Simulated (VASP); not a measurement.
# Mg3Te (I4/mmm) in VASP: a series of runs

Aim: see how the results for Mg3Te move with the level of theory and the settings. Levels: LDA, PBE. Tasks: single point.

Everything below comes from runs of VASP 6.6.1. Logs are shortened: lines on timing, memory, paths and dates and some standing lists are left out, and cuts for length are marked.

## 1. The cell of the first run

Symmetry: I4/mmm, No. 139, tetragonal system. Conventional cell: a = 4.335 Å, b = 4.335 Å, c = 10.704 Å, α = 90.00°, β = 90.00°, γ = 90.00°. Te (site symmetry 4/mmm) has 12 Mg at 3.07 to 3.44 Å within 4.0 Å. Mg (site symmetry -4m2) has 8 Mg at 3.07 to 3.44 Å and 4 Te at 3.44 Å within 4.0 Å. Within 4.0 Å of Mg (site symmetry 4/mmm) lie 4 Te at 3.07 Å and 8 Mg at 3.44 Å.

## 2. Single point, LDA

Contents of INCAR:

```
SYSTEM = Mg3Te
PREC     = Accurate       ! precision mode
ENCUT    = 520            ! plane-wave cutoff, eV
EDIFF    = 1E-6           ! SCF threshold, eV
ISMEAR   = -1             ! smearing method
SIGMA    = 0.05           ! smearing width, eV
LREAL    = .False.        ! projectors in reciprocal space
LASPH    = .True.         ! aspherical terms in the spheres
NELM     = 80             ! most SCF steps
ALGO     = Normal         ! electronic algorithm
ISIF     = 2              ! what is computed and relaxed
LWAVE    = .False.        ! write WAVECAR
LCHARG   = .False.        ! write CHGCAR
GGA      = CA             ! functional
NBANDS   = 14             ! bands
```

Contents of KPOINTS:

```
regular mesh
0
Gamma
  9 9 9
  0 0 0
```

Contents of POSCAR:

```
Mg3Te
1.0
   -2.1675127022      2.1675127022      5.3520023928
    2.1675127022     -2.1675127022      5.3520023928
    2.1675127022      2.1675127022     -5.3520023928
Te Mg
1 3
Direct
    0.0000000000      0.0000000000      0.0000000000
    0.2500000000      0.7500000000      0.5000000000
    0.7500000000      0.2500000000      0.5000000000
    0.5000000000      0.5000000000      0.0000000000
```

Potentials or basis: VASP PAW LDA potentials, release 64 (Te, Mg).

Started as:

```bash
> cat potpaw_LDA.64/Te/POTCAR potpaw_LDA.64/Mg/POTCAR > POTCAR
> mpirun -np 1 vasp_std > vasp.out
```

OUTCAR:

```text
SYSTEM = Mg3Te
   PREC = Accurate
   ENCUT = 520
   EDIFF = 1E-6
   ISMEAR = -1
   LREAL = .False.
   LASPH = .True.
   NELM = 80
   ISIF = 2
   GGA = CA

 ion  position               nearest neighbor table
   1  0.000  0.000  0.000-   4 3.07   4 3.07   4 3.07   4 3.07   3 3.44   2 3.44   3 3.44   2 3.44
                             3 3.44   3 3.44   2 3.44   2 3.44
   2  0.250  0.750  0.500-   3 3.07   3 3.07   3 3.07   3 3.07   4 3.44   1 3.44   4 3.44   4 3.44
                             1 3.44   1 3.44   4 3.44   1 3.44
   3  0.750  0.250  0.500-   2 3.07   2 3.07   2 3.07   2 3.07   4 3.44   1 3.44   4 3.44   1 3.44
                             4 3.44   4 3.44   1 3.44   1 3.44
   4  0.500  0.500  0.000-   1 3.07   1 3.07   1 3.07   1 3.07   3 3.44   2 3.44   3 3.44   3 3.44
                             2 3.44   2 3.44   3 3.44   2 3.44

  LATTYP: Found a body centered tetragonal cell.
 ALAT       =     4.3350254044
 C/A-ratio  =     2.4691907860

  Lattice vectors:

 A1 = (  -2.1675127022,   2.1675127022,   5.3520023928)
 A2 = (   2.1675127022,  -2.1675127022,   5.3520023928)
 A3 = (   2.1675127022,   2.1675127022,  -5.3520023928)

Analysis of symmetry for initial positions (statically):
=====================================================================
 Subroutine PRICEL returns:
 Original cell was already a primitive cell.

 Routine SETGRP: Setting up the symmetry group for a
 body centered tetragonal supercell.

 Subroutine GETGRP returns: Found 16 space group operations
 (whereof 16 operations were pure point group operations)
 out of a pool of 16 trial point group operations.

The static configuration has the point symmetry D_4h.

Analysis of symmetry for dynamics (positions and initial velocities):
=====================================================================
 Subroutine PRICEL returns:
 Original cell was already a primitive cell.

 Routine SETGRP: Setting up the symmetry group for a
 body centered tetragonal supercell.

 Subroutine GETGRP returns: Found 16 space group operations
 (whereof 16 operations were pure point group operations)
 out of a pool of 16 trial point group operations.

The dynamic configuration has the point symmetry D_4h.

 Subroutine INISYM returns: Found 16 space group operations
 (whereof 16 operations are pure point group operations),
 and found     1 'primitive' translations

----------------------------------------------------------------------------------------

                                     Primitive cell

  volume of cell :     100.5772

  direct lattice vectors                    reciprocal lattice vectors
    -2.167512702  2.167512702  5.352002393     0.000000000  0.230679156  0.093422978
     2.167512702 -2.167512702  5.352002393     0.230679156  0.000000000  0.093422978
     2.167512702  2.167512702 -5.352002393     0.230679156  0.230679156  0.000000000

  length of vectors
     6.167669920  6.167669920  6.167669920     0.248878938  0.248878938  0.326229590

  position of ions in fractional coordinates (direct lattice)
     0.000000000  0.000000000  0.000000000
     0.250000000  0.750000000  0.500000000
     0.750000000  0.250000000  0.500000000
     0.500000000  0.500000000  0.000000000

  ion indices of the primitive-cell ions
   primitive index   ion index
                 1           1
                 2           2
                 3           3
                 4           4

----------------------------------------------------------------------------------------

 KPOINTS: regular mesh

Automatic generation of k-mesh.
 Grid dimensions read from file:
 generate k-points for:    9    9    9

 Generating k-lattice:

  Cartesian coordinates                     Fractional coordinates (reciprocal lattice)
     0.000000000  0.025631017  0.010380331     0.111111111  0.000000000  0.000000000
     0.025631017  0.000000000  0.010380331     0.000000000  0.111111111  0.000000000
     0.025631017  0.025631017  0.000000000     0.000000000  0.000000000  0.111111111

  Length of vectors
     0.027653215  0.027653215  0.036247732

  Shift w.r.t. Gamma in fractional coordinates (k-lattice)
     0.000000000  0.000000000  0.000000000

 Subroutine IBZKPT returns following result:
 ===========================================

 Found     75 irreducible k-points:

 Following reciprocal coordinates:
            Coordinates               Weight
  0.000000  0.000000  0.000000      1.000000
  0.111111  0.000000 -0.000000      8.000000
  0.222222 -0.000000  0.000000      8.000000
  0.333333  0.000000 -0.000000      8.000000
  0.444444 -0.000000  0.000000      8.000000
  0.111111  0.111111 -0.000000      8.000000
[... 16 lines left out ...]
 -0.333333  0.333333  0.000000      4.000000
  0.444444  0.444444  0.000000      8.000000
 [... further k-points ...]
   k-points           NKPTS =     75   k-points in BZ     NKDIM =     75   number of bands    NBANDS=     14
   number of dos      NEDOS =    301   number of ions     NIONS =      4
   total plane-waves  NPLWV = 110592
   dimension x,y,z NGX =    48 NGY =   48 NGZ =   48
   dimension x,y,z NGXF=    96 NGYF=   96 NGZF=   96
   ions per type =               1   3
   NGX,Y,Z   is equivalent  to a cutoff of  12.94, 12.94, 12.94 a.u.
   NGXF,Y,Z  is equivalent  to a cutoff of  25.88, 25.88, 25.88 a.u.
 SYSTEM =  Mg3Te
   PREC   = accura    normal or accurate (medium, high low for compatibility)
   ISTART =      0    job   : 0-new  1-cont  2-samecut
   ICHARG =      2    charge: 1-file 2-atom 10-const
   ISPIN  =      1    spin polarized calculation?
   LNONCOLLINEAR =      F non collinear calculations
   LSORBIT =      F    spin-orbit coupling
   LASPH  =      T    aspherical Exc in radial PAW
   ENCUT  =  520.0 eV  38.22 Ry    6.18 a.u.  11.47 11.47 11.47*2*pi/ulx,y,z
   NELM   =     80;   NELMIN=  2; NELMDL= -5     # of ELM steps
   EDIFF  = 0.1E-05   stopping-criterion for ELM
   LREAL  =      F    real-space projection
   EDIFFG = 0.1E-04   stopping-criterion for IOM
   NSW    =      0    number of steps for IOM
   IBRION =     -1    ionic relax: 0-MD 1-quasi-New 2-CG
   NFREE  =      0    steps in history (QN), initial steepest desc. (CG)
   ISIF   =      2    stress and relaxation
   ISYM   =      2    0-nonsym 1-usesym 2-fastsym
   POTIM  = 0.5000    time-step for ionic-motion
   TEBEG  =    0.0;   TEEND  =   0.0 temperature during run
   PSTRESS=    0.0 pullay stress
   NELECT =      12.0000    total number of electrons
   NUPDOWN=      -1.0000    fix difference up-down
   EMIN   =  10.00;   EMAX   =-10.00  energy-range for DOS
   EFERMI =   0.00;   METHOD = LEGACY
   ISMEAR =    -1;   SIGMA  =   0.05  broadening in eV -4-tet -1-fermi 0-gaus
   EFERMI_NEDOS =   21; number of points for ismear=-14 and -15
   IALGO  =     38    algorithm
   IMIX   =      4    mixing-type and parameters
     AMIX     =   0.40;   BMIX     =  1.00
     AMIX_MAG =   1.60;   BMIX_MAG =  1.00
  volume/ion in A,a.u.               =      25.14       169.68
  Fermi-wavevector in a.u.,A,eV,Ry     =   0.805939  1.523003  8.837492  0.649537
  Thomas-Fermi vector in A             =   1.914278
   LORBIT       =      0    0 simple, 1 ext, 2 COOP (PROOUT), +10 PAW based schemes
   GGA     = CA    functional components
   LHFCALC =     F    Hartree Fock is set to
   AEXX    =    0.0000 exact exchange contribution
   IVDW    =     0    specifies the selected vdW correction
   LEPSILON=     F    determine dielectric tensor
   LRPA    =     F    only Hartree local field effects (RPA)
 non-spin polarized calculation
  energy-cutoff  :      520.00
  volume of cell :      100.58
 maximum number of plane-waves:      2734
 NGX is ok and might be reduce to    48
   NGX = 23   NGY = 23   NGZ = 23

 number of electron      12.0000000 magnetization

 Free energy of the ion-electron system (eV)
  ---------------------------------------------------
  ext. energy  EPLUGINS =         0.00000000
  ---------------------------------------------------
  free energy    TOTEN  =        -9.89256956 eV

  energy without entropy =       -9.87158275  energy(sigma->0) =       -9.88207616

 E-fermi :   4.0882     XC(G=0):  -8.9779

 val. band max:        4.0830451204   @ k =  -0.4444   0.2222  -0.0000
 cond. band min:       4.0933516058   @ k =  -0.1111  -0.2222   0.1111
 fundamental gap:      0.0103064854
 Fermi energy:         4.0882331664

 k-point     1 :       0.0000    0.0000    0.0000
  band No.  band energies     occupation
      1      -7.9924      2.00000
      2      -0.2011      2.00000
      3       0.0901      2.00000
      4       1.5643      2.00000
      5       1.5643      2.00000
      6       4.2309      0.10892
      7       5.3529      0.00000
      8       5.6542      0.00000
      9       5.6542      0.00000
     10       5.9727      0.00000
     11       7.3937      0.00000
     12      10.3213      0.00000
     13      10.3213      0.00000
     14      10.6999      0.00000

 k-point     2 :       0.1111    0.0000   -0.0000
  band No.  band energies     occupation
      1      -7.9450      2.00000
      2      -0.4987      2.00000
      3       0.3214      2.00000
      4       1.3251      2.00000
      5       1.6064      2.00000
      6       4.2600      0.06241
      7       4.6432      0.00003
      8       5.7721      0.00000
      9       6.2162      0.00000
     10       6.3704      0.00000
     11       8.1981      0.00000
     12       9.1159      0.00000
     13       9.7233      0.00000
     14      11.0337      0.00000
[... 343 lines left out ...]
      1      -7.4031      2.00000
      2      -0.9970      2.00000
      3      -0.1363      2.00000
      4       0.6645      2.00000
      5       2.2920      2.00000
      6       2.9883      2.00000
      7       3.2513      2.00000
      8       3.7785      1.99592
      9       7.5089      0.00000
     10       7.6074      0.00000
     11       9.4532      0.00000
     12       9.6175      0.00000
     13      10.2282      0.00000
     14      11.7578      0.00000

 k-point    24 :       0.4444    0.4444    0.0000
  band No.  band energies     occupation
      1      -7.2185      2.00000
      2      -0.8146      2.00000
      3      -0.5623      2.00000
      4       0.4562      2.00000
      5       1.7917      2.00000
      6       2.7669      2.00000
      7       4.0233      1.57136
      8       4.7005      0.00001
      9       5.4008      0.00000
     10       6.0718      0.00000
     11       9.0876      0.00000
     12       9.8687      0.00000
     13      11.6893      0.00000
     14      12.0641      0.00000

 [... further k-points ...]

------------------------ aborting loop because EDIFF is reached ----------------------------------------

  FORCE on cell =-STRESS in cart. coord.  units (eV):
  Direction    XX          YY          ZZ          XY          YZ          ZX
  --------------------------------------------------------------------------------------
  -------------------------------------------------------------------------------------
  Total       -2.4683530     -2.4683530     -2.0738990      0.0000000     -0.0000000      0.0000000
  in kB      -39.3204293    -39.3204293    -33.0368462      0.0000000     -0.0000000      0.0000000
  external PRESSURE =     -37.2259016 kB  Pullay stress =       0.0000000 kB

 VOLUME and BASIS-vectors are now :
 -----------------------------------------------------------------------------
  energy-cutoff  :      520.00
  volume of cell :      100.58
      direct lattice vectors                 reciprocal lattice vectors
    -2.167512702  2.167512702  5.352002393     0.000000000  0.230679156  0.093422978
     2.167512702 -2.167512702  5.352002393     0.230679156  0.000000000  0.093422978
     2.167512702  2.167512702 -5.352002393     0.230679156  0.230679156  0.000000000

 POSITION                                       TOTAL-FORCE (eV/Angst)
 -----------------------------------------------------------------------------------
      0.00000      0.00000      0.00000        -0.000000     -0.000000     -0.000000
      2.16751      0.00000      2.67600         0.000000      0.000000      0.000000
      0.00000      2.16751      2.67600        -0.000000      0.000000     -0.000000
      0.00000      0.00000      5.35200        -0.000000     -0.000000     -0.000000
 -----------------------------------------------------------------------------------
    total drift:                                0.000000     -0.000000     -0.000000

  FREE ENERGIE OF THE ION-ELECTRON SYSTEM (eV)
  ---------------------------------------------------
  free  energy   TOTEN  =        -9.8925695636 eV

  energy  without entropy=       -9.8715827514  energy(sigma->0) =       -9.88207616
```

Wall time 2.9 min (1 thread of Intel Xeon Platinum 8488C (Sapphire Rapids), shared host); peak memory 0.32 GiB.

Results:

```yaml
Free_energy: -9.8926 eV
Pressure: -3.7 GPa
Band_gap_on_the_k_mesh: zero (band 6 reaches 4.42 eV, above the bottom of band 7 at 3.15 eV)
```

Stress tensor (GPa, compression positive):
```
-3.93  0.00  0.00
 0.00 -3.93  0.00
 0.00  0.00 -3.30
```

Caveat: spin-orbit coupling is left out, which moves the levels of the heavy elements.

## 3. Single point, LDA

This run uses another cell than the first one, of 25.63 Å³/atom, 1.019 times its volume.

Contents of INCAR:

```
SYSTEM = Mg3Te
PREC = Accurate
ENCUT = 520
EDIFF = 1E-7
ISMEAR = -1
SIGMA = 0.05
LREAL = .FALSE.
LASPH = .TRUE.
NELM = 60
ALGO = Normal
ISIF = 2
LWAVE = .FALSE.
LCHARG = .FALSE.
GGA = CA
NBANDS = 14
```

Contents of KPOINTS:

```
regular mesh
0
G
  9 9 9
  0 0 0
```

Contents of POSCAR:

```
Mg3Te
1.0
   -2.1813188878      2.1813188878      5.3860924991
    2.1813188878     -2.1813188878      5.3860924991
    2.1813188878      2.1813188878     -5.3860924991
Te Mg
1 3
Direct
    0.0000000000      0.0000000000      0.0000000000
    0.2500000000      0.7500000000      0.5000000000
    0.7500000000      0.2500000000      0.5000000000
    0.5000000000      0.5000000000      0.0000000000
```

Potentials or basis: VASP PAW LDA potentials, release 64 (Te, Mg).

Started as:

```bash
> cat potpaw_LDA.64/Te/POTCAR potpaw_LDA.64/Mg/POTCAR > POTCAR
> mpirun -np 1 vasp_std > vasp.out
```

Run time: 3.1 min. Hardware: 1 thread of Intel Xeon Platinum 8488C (Sapphire Rapids), shared host; peak memory 0.32 GiB.

It converged, with:

| Property | Result |
| --- | --- |
| Free energy | -9.8447 eV |
| Pressure | -4.2 GPa |
| Band gap on the k mesh | zero (band 6 reaches 4.27 eV, above the bottom of band 7 at 3.02 eV) |

Stress tensor (GPa, compression positive):
```
-4.47  0.00  0.00
 0.00 -4.47  0.00
 0.00  0.00 -3.67
```

Levels at points of the mesh, in eV from the Fermi level:
```
           k point  band 2  band 3  band 4  band 5  band 6  band 7  band 8  band 9  band 10  band 11
(0.00, 0.00, 0.00)   -4.27   -3.92   -2.48   -2.48    0.12    1.27    1.57    1.57     1.92     3.24
```

Caveat: spin-orbit coupling is left out, which moves the levels of the heavy elements.

(Continued in part 2 of 2.)
